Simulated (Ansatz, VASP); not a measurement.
# One calculation of Sn, two programs

File POSCAR:

```
Sn
1.0
    0.0000000000      3.0542265353      3.6650718424
    3.0542265353      0.0000000000      3.6650718424
    3.0542265353      3.0542265353      0.0000000000
Sn
2
Direct
    0.5000000000      0.5000000000      0.5000000000
    0.7500000000      0.7500000000      0.7500000000
```

INCAR.step1

```
ALGO     = Normal         # electronic algorithm
EDIFF    = 1E-4           # SCF threshold, eV
ENCUT    = 520            # plane-wave cutoff, eV
GGA      = PE             # functional
ISMEAR   = 0              # smearing method
LASPH    = T              # aspherical terms in the spheres
LCHARG   = F              # write CHGCAR
LREAL    = F              # projectors in reciprocal space
LWAVE    = T              # write WAVECAR
NBANDS   = 21             # bands
NELM     = 60             # most SCF steps
PREC     = Accurate       # precision mode
SIGMA    = 0.15           # smearing width, eV
```

INCAR.step2

```
ALGO     = Normal         # electronic algorithm
EDIFF    = 1E-6           # SCF threshold, eV
ENCUT    = 520            # plane-wave cutoff, eV
ISIF     = 2              # what is computed and relaxed
ISMEAR   = 0              # smearing method
ISTART   = 1            
LASPH    = T              # aspherical terms in the spheres
LCHARG   = F              # write CHGCAR
LMIXTAU  = T            
LREAL    = F              # projectors in reciprocal space
LWAVE    = F              # write WAVECAR
METAGGA  = R2SCAN         # meta-GGA
NBANDS   = 21             # bands
NELM     = 60             # most SCF steps
PREC     = Accurate       # precision mode
SIGMA    = 0.15           # smearing width, eV
```

KPOINTS

```
k-points
0
Gamma
  10 10 10
```

Input for Ansatz:

```yaml
crystal:
  lattice:
    - [0.0, 3.0542265353, 3.6650718424]
    - [3.0542265353, 0.0, 3.6650718424]
    - [3.0542265353, 3.0542265353, 0.0]
  atoms:
    - { symbol: Sn, position: [0.5, 0.5, 0.5] }
    - { symbol: Sn, position: [0.75, 0.75, 0.75] }
basis:
  ecutwfc: 500
kpoints:
  mp_grid: { grid: [10, 10, 10] }
hamiltonian:
  xc: r2scan
scf:
  occupations: { method: gaussian, width: 0.15 }
output:
  forces: true
  stress: true
  eigenvalues: true
```

Alike in both runs: task single point; functional r2SCAN; k mesh 10 × 10 × 10; occupations gaussian, width 0.15 eV; no spin polarisation.

|  | VASP | Ansatz |
| --- | --- | --- |
| version | VASP 6.6.1 | Ansatz 0.2.0 |
| potentials or method | VASP PAW PBE potentials, release 64 (Sn_d), cutoff 520 eV | scalar-relativistic, plane waves, PAW |
| valence electrons in the cell | 28 | 28 |

VASP gave:

```
gap on the k mesh at the Fermi level (eV)                     : none
pressure (GPa)                                                : 1.5
traceless stress, the component that is largest in VASP (GPa) : -5.13
```

Estimate Ansatz's values.

gap on the k mesh at the Fermi level (eV): none; pressure (GPa): 1.5; traceless stress, the component that is largest in VASP (GPa): -5.14.

VASP's potentials were made for PBE, not for r2SCAN. A gap of «none» marks a metal or a gap that the smearing closes.
